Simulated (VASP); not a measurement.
Wanted: the native input for a VASP 6.6.1 run.

* Task: single point
* Functional: PBEsol
* Potentials or basis: VASP PAW PBE potentials, release 64 (Au)
* Cutoff: 520 eV
* k mesh: 3 × 3 × 3
* Occupations: gaussian, width 0.1 eV
* Spin: no spin polarisation
* Dipole correction: no
* Further INCAR settings: ALGO = Normal; EDIFF = 1e-07; NBANDS = 78

The structure of Au lies in POSCAR:

```
Au
1.0
    3.3977989482      1.9617201374      5.7946136720
   -3.3977989482      1.9617201374      5.7946136720
    0.0000000000     -3.9234402747      5.7946136720
Au
12
Direct
    0.0101900000      0.6536100000      0.0101900000
    0.0101900000      0.0101900000      0.6536100000
    0.6536100000      0.0101900000      0.0101900000
    0.9898100000      0.3463900000      0.9898100000
    0.3463900000      0.9898100000      0.9898100000
    0.9898100000      0.9898100000      0.3463900000
    0.2211800000      0.6306000000      0.2211800000
    0.2211800000      0.2211800000      0.6306000000
    0.6306000000      0.2211800000      0.2211800000
    0.7788200000      0.3694000000      0.7788200000
    0.3694000000      0.7788200000      0.7788200000
    0.7788200000      0.7788200000      0.3694000000
```

These files were run (other wordings do the same):

INCAR

```
SYSTEM = Au
PREC = Accurate
ENCUT = 520
EDIFF = 1E-7
ISMEAR = 0
SIGMA = 0.1
LREAL = .False.
LASPH = .True.
NELM = 100
ALGO = Normal
ISIF = 2
LWAVE = .False.
LCHARG = .True.
GGA = PS
LELF = .True.
LVHAR = .True.
NBANDS = 78
```

KPOINTS

```
regular mesh
0
Gamma
  3 3 3
  0 0 0
```

Potentials or basis: VASP PAW PBE potentials, release 64 (Au).

The run is started by

```bash
$ cat potpaw_PBE.64/Au/POTCAR > POTCAR
$ mpirun -np 1 vasp_std > vasp.out
```

Results of the run:

```json
{
  "Pressure": "54.5 GPa",
  "Largest force": "7.018 eV/Å",
  "Band gap on the k mesh": "zero (band 66 reaches 8.13 eV, above the bottom of band 67 at 6.99 eV)"
}
```

Caveat: the k points lie up to 0.38 Å⁻¹ apart; the PAW data sets were made with another functional, which shifts forces and pressure a little; spin-orbit coupling is left out, which moves the levels of the heavy elements.

Run time: 3.4 min on 1 thread of Intel(R) Xeon(R) Platinum 8259CL CPU @ 2.50GHz (Skylake/Cascade Lake), with other jobs on the host, peak memory 0.4 GiB.
